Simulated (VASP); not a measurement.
Set up this calculation in VASP 6.6.1, as the native input.

| Property | Result |
| --- | --- |
| Task | relaxation of shape and atoms at fixed volume |
| Functional | PBE |
| Dispersion | D3(BJ) |
| Potentials or basis | VASP PAW PBE potentials, release 64 (Te, Pt) |
| Cutoff | 500 eV |
| k mesh | 12 × 12 × 8 |
| Occupations | gaussian, width 0.1 eV |
| Spin | no spin polarisation |
| Dipole correction | no |
| Further INCAR settings | ALGO = Normal; EDIFF = 1e-07; IBRION = 2; EDIFFG = -0.01; NSW = 50; ISIF = 4 |

The structure of Te2Pt lies in POSCAR:

```
Te2Pt
1.0
    3.9353533504      0.0000000000      0.0000000000
   -1.9676766752      3.4081159743      0.0000000000
    0.0000000000      0.0000000000      4.7523922508
Te Pt
2 1
Direct
    0.3333333333      0.6666666667      0.2789182430
    0.6666666667      0.3333333333      0.7210817570
    0.0000000000      0.0000000000      0.0000000000
```

These files were run (other wordings do the same):

INCAR

```
SYSTEM = Te2Pt
ALGO = Normal
EDIFF = 1E-7
EDIFFG = -0.01
ENCUT = 500
GGA = PE
GGA_COMPAT = .FALSE.
IBRION = 2
ISIF = 4
ISMEAR = 0
IVDW = 12
LASPH = .TRUE.
LCHARG = .FALSE.
LREAL = .FALSE.
LWAVE = .FALSE.
NELM = 120
NELMIN = 4
NSW = 50
PREC = Accurate
SIGMA = 0.1
```

KPOINTS

```
k-points
0
G
  12 12 8
  0 0 0
```

Potentials or basis: VASP PAW PBE potentials, release 64 (Te, Pt).

Command:

```console
$ cat potpaw_PBE.64/Te/POTCAR potpaw_PBE.64/Pt/POTCAR > POTCAR
$ mpirun -np 1 vasp_std > vasp.out
```

Results of the run:

```json
{
 "Energy gained by relaxing": "1.9 meV/atom",
 "Ionic steps": "6",
 "Pressure after relaxing": "13.2 GPa",
 "Largest force after relaxing": "0.005 eV/Å",
 "Band gap on the k mesh": "zero (bands 11 and 12 overlap by 1.04 eV)",
 "Dispersion energy per atom": "-0.645 eV"
}
```

Caveat: spin-orbit coupling is left out, which moves the levels of the heavy elements.

Wall time 3.2 min on 1 thread of AMD EPYC 9R45 (Zen 5), with other jobs on the host, peak memory 0.26 GiB.
